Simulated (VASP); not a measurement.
# WAu (F-43m) in VASP: a series of runs

WAu is run at these levels: r2SCAN; tasks: single point, relaxation of cell and atoms.

Everything below comes from runs of VASP 6.6.1. Logs are shortened: lines on timing, memory, paths and dates and some standing lists are left out, and cuts for length are marked.

**1. The cell of the first run**

The structure is cubic, space group F-43m (No. 216). Conventional cell: a = 5.771 Å, b = 5.771 Å, c = 5.771 Å, α = 90.00°, β = 90.00°, γ = 90.00°. W (site symmetry -43m) has 4 Au at 2.50 Å within 3.3 Å. Au (site symmetry -43m) has 4 W at 2.50 Å within 3.3 Å.

**2. Single point, r2SCAN**

File POSCAR:

```
WAu
1.0
    0.0000000000      2.8853440940      2.8853440940
    2.8853440940      0.0000000000      2.8853440940
    2.8853440940      2.8853440940      0.0000000000
W Au
1 1
Direct
    0.0000000000      0.0000000000      0.0000000000
    0.7500000000      0.7500000000      0.7500000000
```

File INCAR.step1:

```
SYSTEM = WAu
  PREC = Accurate
  ENCUT = 520
  ISMEAR = -1
  SIGMA = 0.05
  LREAL = .FALSE.
  LASPH = .TRUE.
  NELM = 100
  NBANDS = 20
  GGA = PE
  ALGO = Normal
  EDIFF = 1E-4
  LWAVE = .TRUE.
  LCHARG = .FALSE.
```

File INCAR.step2:

```
SYSTEM = WAu
  PREC = Accurate
  ENCUT = 520
  EDIFF = 1E-6
  ISMEAR = -1
  SIGMA = 0.05
  LREAL = .FALSE.
  LASPH = .TRUE.
  NELM = 100
  ALGO = Normal
  ISIF = 2
  LWAVE = .FALSE.
  LCHARG = .FALSE.
  METAGGA = R2SCAN
  LMIXTAU = .TRUE.
  NBANDS = 20
  ISTART = 1
```

File KPOINTS:

```
regular mesh
0
G
  8 8 8
  0 0 0
```

Potentials or basis: VASP PAW PBE potentials, release 64 (W_sv, Au).

Started as:

```
$ cat potpaw_PBE.64/W_sv/POTCAR potpaw_PBE.64/Au/POTCAR > POTCAR
$ cp INCAR.step1 INCAR
$ mpirun -np 1 vasp_std > vasp.out
$ cp INCAR.step2 INCAR
$ mpirun -np 1 vasp_std > vasp.out
```

OUTCAR:

```text
SYSTEM = WAu
   PREC = Accurate
   ENCUT = 520
   EDIFF = 1E-6
   ISMEAR = -1
   LREAL = .FALSE.
   LASPH = .TRUE.
   NELM = 100
   ISIF = 2
   METAGGA = R2SCAN
   ISTART = 1

 ion  position               nearest neighbor table
   1  0.000  0.000  0.000-   2 2.50   2 2.50   2 2.50   2 2.50
   2  0.750  0.750  0.750-   1 2.50   1 2.50   1 2.50   1 2.50

  LATTYP: Found a face centered cubic cell.
 ALAT       =     5.7706881880

  Lattice vectors:

 A1 = (   0.0000000000,   2.8853440940,   2.8853440940)
 A2 = (   2.8853440940,   0.0000000000,   2.8853440940)
 A3 = (   2.8853440940,   2.8853440940,   0.0000000000)

Analysis of symmetry for initial positions (statically):
=====================================================================
 Subroutine PRICEL returns:
 Original cell was already a primitive cell.

 Routine SETGRP: Setting up the symmetry group for a
 face centered cubic supercell.

 Subroutine GETGRP returns: Found 24 space group operations
 (whereof 24 operations were pure point group operations)
 out of a pool of 48 trial point group operations.

The static configuration has the point symmetry T_d .

Analysis of symmetry for dynamics (positions and initial velocities):
=====================================================================
 Subroutine PRICEL returns:
 Original cell was already a primitive cell.

 Routine SETGRP: Setting up the symmetry group for a
 face centered cubic supercell.

 Subroutine GETGRP returns: Found 24 space group operations
 (whereof 24 operations were pure point group operations)
 out of a pool of 48 trial point group operations.

The dynamic configuration has the point symmetry T_d .

 Subroutine INISYM returns: Found 24 space group operations
 (whereof 24 operations are pure point group operations),
 and found     1 'primitive' translations

----------------------------------------------------------------------------------------

                                     Primitive cell

  volume of cell :      48.0422

  direct lattice vectors                    reciprocal lattice vectors
     0.000000000  2.885344094  2.885344094    -0.173289557  0.173289557  0.173289557
     2.885344094  0.000000000  2.885344094     0.173289557 -0.173289557  0.173289557
     2.885344094  2.885344094  0.000000000     0.173289557  0.173289557 -0.173289557

  length of vectors
     4.080492750  4.080492750  4.080492750     0.300146317  0.300146317  0.300146317

  position of ions in fractional coordinates (direct lattice)
     0.000000000  0.000000000  0.000000000
     0.750000000  0.750000000  0.750000000

  ion indices of the primitive-cell ions
   primitive index   ion index
                 1           1
                 2           2

----------------------------------------------------------------------------------------

 KPOINTS: regular mesh

Automatic generation of k-mesh.
 Grid dimensions read from file:
 generate k-points for:    8    8    8

 Generating k-lattice:

  Cartesian coordinates                     Fractional coordinates (reciprocal lattice)
    -0.021661195  0.021661195  0.021661195     0.125000000  0.000000000  0.000000000
     0.021661195 -0.021661195  0.021661195     0.000000000  0.125000000  0.000000000
     0.021661195  0.021661195 -0.021661195     0.000000000  0.000000000  0.125000000

  Length of vectors
     0.037518290  0.037518290  0.037518290

  Shift w.r.t. Gamma in fractional coordinates (k-lattice)
     0.000000000  0.000000000  0.000000000

 Subroutine IBZKPT returns following result:
 ===========================================

 Found     29 irreducible k-points:

 Following reciprocal coordinates:
            Coordinates               Weight
  0.000000  0.000000  0.000000      1.000000
  0.125000  0.000000  0.000000      8.000000
  0.250000  0.000000  0.000000      8.000000
  0.375000  0.000000  0.000000      8.000000
  0.500000  0.000000  0.000000      4.000000
  0.125000  0.125000  0.000000      6.000000
[... 16 lines left out ...]
  0.500000  0.250000  0.125000     48.000000
 -0.375000  0.250000  0.125000     24.000000
 [... further k-points ...]
   k-points           NKPTS =     29   k-points in BZ     NKDIM =     29   number of bands    NBANDS=     20
   number of dos      NEDOS =    301   number of ions     NIONS =      2
   total plane-waves  NPLWV =  27000
   dimension x,y,z NGX =    30 NGY =   30 NGZ =   30
   dimension x,y,z NGXF=    60 NGYF=   60 NGZF=   60
   ions per type =               1   1
   NGX,Y,Z   is equivalent  to a cutoff of  12.22, 12.22, 12.22 a.u.
   NGXF,Y,Z  is equivalent  to a cutoff of  24.44, 24.44, 24.44 a.u.
 SYSTEM =  WAu
   PREC   = accura    normal or accurate (medium, high low for compatibility)
   ISTART =      1    job   : 0-new  1-cont  2-samecut
   ICHARG =      0    charge: 1-file 2-atom 10-const
   ISPIN  =      1    spin polarized calculation?
   LNONCOLLINEAR =      F non collinear calculations
   LSORBIT =      F    spin-orbit coupling
   LASPH  =      T    aspherical Exc in radial PAW
   ENCUT  =  520.0 eV  38.22 Ry    6.18 a.u.   7.59  7.59  7.59*2*pi/ulx,y,z
   NELM   =    100;   NELMIN=  2; NELMDL=  0     # of ELM steps
   EDIFF  = 0.1E-05   stopping-criterion for ELM
   LREAL  =      F    real-space projection
   EDIFFG = 0.1E-04   stopping-criterion for IOM
   NSW    =      0    number of steps for IOM
   IBRION =     -1    ionic relax: 0-MD 1-quasi-New 2-CG
   NFREE  =      0    steps in history (QN), initial steepest desc. (CG)
   ISIF   =      2    stress and relaxation
   ISYM   =      2    0-nonsym 1-usesym 2-fastsym
   POTIM  = 0.5000    time-step for ionic-motion
   TEBEG  =    0.0;   TEEND  =   0.0 temperature during run
   PSTRESS=    0.0 pullay stress
   NELECT =      25.0000    total number of electrons
   NUPDOWN=      -1.0000    fix difference up-down
   EMIN   =  10.00;   EMAX   =-10.00  energy-range for DOS
   EFERMI =   0.00;   METHOD = LEGACY
   ISMEAR =    -1;   SIGMA  =   0.05  broadening in eV -4-tet -1-fermi 0-gaus
   EFERMI_NEDOS =   21; number of points for ismear=-14 and -15
   IALGO  =     38    algorithm
   IMIX   =      4    mixing-type and parameters
     AMIX     =   0.40;   BMIX     =  1.00
     AMIX_MAG =   1.60;   BMIX_MAG =  1.00
  volume/ion in A,a.u.               =      24.02       162.10
  Fermi-wavevector in a.u.,A,eV,Ry     =   1.316782  2.488357 23.591344  1.733915
  Thomas-Fermi vector in A             =   2.446870
   LORBIT       =      0    0 simple, 1 ext, 2 COOP (PROOUT), +10 PAW based schemes
   METAGGA = R2SCAN    functional components
   LHFCALC =     F    Hartree Fock is set to
   AEXX    =    0.0000 exact exchange contribution
   IVDW    =     0    specifies the selected vdW correction
   LEPSILON=     F    determine dielectric tensor
   LRPA    =     F    only Hartree local field effects (RPA)
 non-spin polarized calculation
  energy-cutoff  :      520.00
  volume of cell :       48.04
 maximum number of plane-waves:      1311
   NGX = 15   NGY = 15   NGZ = 15

 number of electron      25.0000000 magnetization

 Free energy of the ion-electron system (eV)
  ---------------------------------------------------
  ext. energy  EPLUGINS =         0.00000000
  ---------------------------------------------------
  free energy    TOTEN  =       -97.91134065 eV

  energy without entropy =      -97.89262632  energy(sigma->0) =      -97.90198349

 E-fermi :   5.7676     XC(G=0): -11.5632

 val. band max:        5.7391041002   @ k =  -0.3750   0.2500   0.1250
 cond. band min:       5.7943891242   @ k =   0.3750   0.2500   0.0000
 fundamental gap:      0.0552850240
 Fermi energy:         5.7675508938

 k-point     1 :       0.0000    0.0000    0.0000
  band No.  band energies     occupation
      1     -70.4995      2.00000
      2     -34.0545      2.00000
      3     -34.0545      2.00000
      4     -34.0545      2.00000
      5      -2.2220      2.00000
      6      -0.3920      2.00000
[... 12 lines left out ...]
     19      17.5611      0.00000
     20      17.6871      0.00000

 k-point     2 :       0.1250    0.0000    0.0000
  band No.  band energies     occupation
      1     -70.4994      2.00000
      2     -34.0568      2.00000
      3     -34.0543      2.00000
      4     -34.0543      2.00000
      5      -1.9768      2.00000
      6      -0.4955      2.00000
[... 12 lines left out ...]
     19      16.9821      0.00000
     20      17.4780      0.00000

 k-point     3 :       0.2500    0.0000    0.0000
  band No.  band energies     occupation
      1     -70.4990      2.00000
      2     -34.0625      2.00000
      3     -34.0540      2.00000
      4     -34.0540      2.00000
      5      -1.3637      2.00000
      6      -0.5393      2.00000
[... 12 lines left out ...]
     19      15.5969      0.00000
     20      17.9583      0.00000

 k-point     4 :       0.3750    0.0000    0.0000
  band No.  band energies     occupation
      1     -70.4985      2.00000
      2     -34.0682      2.00000
      3     -34.0536      2.00000
      4     -34.0536      2.00000
      5      -0.9236      2.00000
      6      -0.4614      2.00000
[... 12 lines left out ...]
     19      14.9901      0.00000
     20      18.6723      0.00000

 k-point     5 :       0.5000    0.0000    0.0000
  band No.  band energies     occupation
      1     -70.4984      2.00000
      2     -34.0705      2.00000
      3     -34.0535      2.00000
      4     -34.0535      2.00000
      5      -0.8636      2.00000
      6      -0.3545      2.00000
[... 12 lines left out ...]
     19      14.8800      0.00000
     20      18.8041      0.00000
[... 353 lines left out ...]
      6      -0.6193      2.00000
[... 12 lines left out ...]
     19      15.8237      0.00000
     20      16.2658      0.00000

 k-point    22 :       0.3750    0.2500    0.1250
  band No.  band energies     occupation
      1     -70.4986      2.00000
      2     -34.0655      2.00000
      3     -34.0550      2.00000
      4     -34.0537      2.00000
      5      -0.9400      2.00000
      6      -0.7324      2.00000
[... 12 lines left out ...]
     19      16.2045      0.00000
     20      17.1730      0.00000

 k-point    23 :       0.5000    0.2500    0.1250
  band No.  band energies     occupation
      1     -70.4983      2.00000
      2     -34.0682      2.00000
      3     -34.0566      2.00000
      4     -34.0535      2.00000
      5      -0.7793      2.00000
      6      -0.6972      2.00000
[... 12 lines left out ...]
     19      16.2231      0.00000
     20      18.6150      0.00000

 k-point    24 :      -0.3750    0.2500    0.1250
  band No.  band energies     occupation
      1     -70.4981      2.00000
      2     -34.0691      2.00000
      3     -34.0574      2.00000
      4     -34.0534      2.00000
      5      -0.7965      2.00000
      6      -0.6215      2.00000
[... 12 lines left out ...]
     19      16.1617      0.00000
     20      19.2738      0.00000

 [... further k-points ...]

------------------------ aborting loop because EDIFF is reached ----------------------------------------

  FORCE on cell =-STRESS in cart. coord.  units (eV):
  Direction    XX          YY          ZZ          XY          YZ          ZX
  --------------------------------------------------------------------------------------
  -------------------------------------------------------------------------------------
  Total        0.1228976      0.1228976      0.1228976      0.0000000      0.0000000      0.0000000
  in kB        4.0985578      4.0985578      4.0985578      0.0000000      0.0000000      0.0000000
  external PRESSURE =       4.0985578 kB  Pullay stress =       0.0000000 kB

 VOLUME and BASIS-vectors are now :
 -----------------------------------------------------------------------------
  energy-cutoff  :      520.00
  volume of cell :       48.04
      direct lattice vectors                 reciprocal lattice vectors
     0.000000000  2.885344094  2.885344094    -0.173289557  0.173289557  0.173289557
     2.885344094  0.000000000  2.885344094     0.173289557 -0.173289557  0.173289557
     2.885344094  2.885344094  0.000000000     0.173289557  0.173289557 -0.173289557

 POSITION                                       TOTAL-FORCE (eV/Angst)
 -----------------------------------------------------------------------------------
      0.00000      0.00000      0.00000         0.000000      0.000000      0.000000
      4.32802      4.32802      4.32802        -0.000000     -0.000000     -0.000000
 -----------------------------------------------------------------------------------
    total drift:                                0.000001      0.000001      0.000001

  FREE ENERGIE OF THE ION-ELECTRON SYSTEM (eV)
  ---------------------------------------------------
  free  energy   TOTEN  =       -97.9113406524 eV

  energy  without entropy=      -97.8926263233  energy(sigma->0) =      -97.90198349
```

Wall time 1.7 min (1 thread of Intel Xeon Platinum 8488C (Sapphire Rapids), shared host); peak memory 0.18 GiB.

What came out:

```
Free energy            : -97.9113 eV
Pressure               : 0.4 GPa
Band gap on the k mesh : zero (an odd number of electrons rules out a gap without spin polarisation)
```

Levels at points of the mesh, in eV from the Fermi level:
```
           k point  band 11  band 12  band 13  band 14  band 15  band 16
(0.00, 0.00, 0.00)    -0.82    -0.82    -0.82     1.70     1.70     9.10
(0.50, 0.00, 0.00)    -1.93    -0.28    -0.28     1.50     1.50     2.21
(0.50, 0.50, 0.00)    -2.89     0.45     1.43     1.55     1.55     3.03
```

Caveat: the PAW data sets were made with another functional, which shifts forces and pressure a little; spin-orbit coupling is left out, which moves the levels of the heavy elements.

**3. Relaxation of cell and atoms, r2SCAN**

This run uses another cell than the first one, of 24.62 Å³/atom.

File POSCAR:

```
WAu
1.0
    0.0000000000      2.9092100000      2.9092100000
    2.9092100000      0.0000000000      2.9092100000
    2.9092100000      2.9092100000      0.0000000000
W Au
1 1
Direct
    0.0000000000      0.0000000000      0.0000000000
    0.7500000000      0.7500000000      0.7500000000
```

File INCAR.step1:

```
SYSTEM = WAu
PREC = Accurate
ENCUT = 600
ISMEAR = -1
SIGMA = 0.05
LREAL = .FALSE.
LASPH = .TRUE.
NELM = 60
GGA = PE
ALGO = Normal
EDIFF = 1E-4
LWAVE = .TRUE.
LCHARG = .FALSE.
```

File INCAR.step2:

```
SYSTEM = WAu
PREC = Accurate
ENCUT = 600
EDIFF = 1E-7
ISMEAR = -1
SIGMA = 0.05
LREAL = .FALSE.
LASPH = .TRUE.
NELM = 60
ALGO = Normal
ISIF = 3
LWAVE = .FALSE.
LCHARG = .FALSE.
METAGGA = R2SCAN
LMIXTAU = .TRUE.
IBRION = 2
NSW = 60
EDIFFG = -0.01
ISTART = 1
```

File KPOINTS:

```
Automatic mesh
0
G
  8 8 8
  0 0 0
```

Potentials or basis: VASP PAW PBE potentials, release 64 (W_sv, Au).

Started as:

```
$ cat potpaw_PBE.64/W_sv/POTCAR potpaw_PBE.64/Au/POTCAR > POTCAR
$ cp INCAR.step1 INCAR
$ mpirun -np 1 vasp_std > vasp.out
$ cp INCAR.step2 INCAR
$ mpirun -np 1 vasp_std > vasp.out
```

Wall time 5 min (1 thread of Intel Xeon Platinum 8488C (Sapphire Rapids), shared host); peak memory 0.24 GiB.

The run converged. Its results:

- Free energy: -97.9112 eV
- Relaxed volume: 24.10 Å³/atom
- Relaxed cell: a = 4.085 Å, b = 4.085 Å, c = 4.085 Å, α = 60.00°, β = 60.00°, γ = 60.00°
- Space group after relaxing (to 0.1 Å): F-43m (No. 216)
- Energy gained by relaxing: 4.9 meV/atom
- Ionic steps: 3
- Pressure after relaxing: 0.0 GPa
- Band gap on the k mesh: zero (an odd number of electrons rules out a gap without spin polarisation)

The path:
| step | energy change (eV) | largest force (eV/Å) | pressure (GPa) | volume (Å³) |
| --- | --- | --- | --- | --- |
| 1 | 0.0000 | 0.0000 | -2.88 | 49.24 |
| 2 | 0.0314 | 0.0000 | 6.76 | 46.16 |
| 3 | -0.0097 | 0.0000 | -0.03 | 48.20 |

Final structure:
```xyz
2
Lattice="0.0000 2.8886 2.8886 2.8886 0.0000 2.8886 2.8886 2.8886 0.0000" Properties=species:S:1:pos:R:3 pbc="T T T"
W     0.0000    0.0000    0.0000
Au    4.3329    4.3329    4.3329
```

Levels at points of the mesh, in eV from the Fermi level:
| k point | band 9 | band 10 | band 11 | band 12 | band 13 | band 14 | band 15 | band 16 |
| --- | --- | --- | --- | --- | --- | --- | --- | --- |
| (0.00, 0.00, 0.00) | -6.02 | -6.02 | -0.81 | -0.81 | -0.81 | 1.69 | 1.69 | 9.08 |
| (0.50, 0.00, 0.00) | -5.93 | -5.33 | -1.92 | -0.28 | -0.28 | 1.49 | 1.49 | 2.20 |
| (0.50, 0.50, 0.00) | -5.38 | -4.32 | -2.88 | 0.45 | 1.43 | 1.54 | 1.54 | 3.02 |

Caveat: the PAW data sets were made with another functional, which shifts forces and pressure a little; spin-orbit coupling is left out, which moves the levels of the heavy elements.

[end of part 1 of 2]
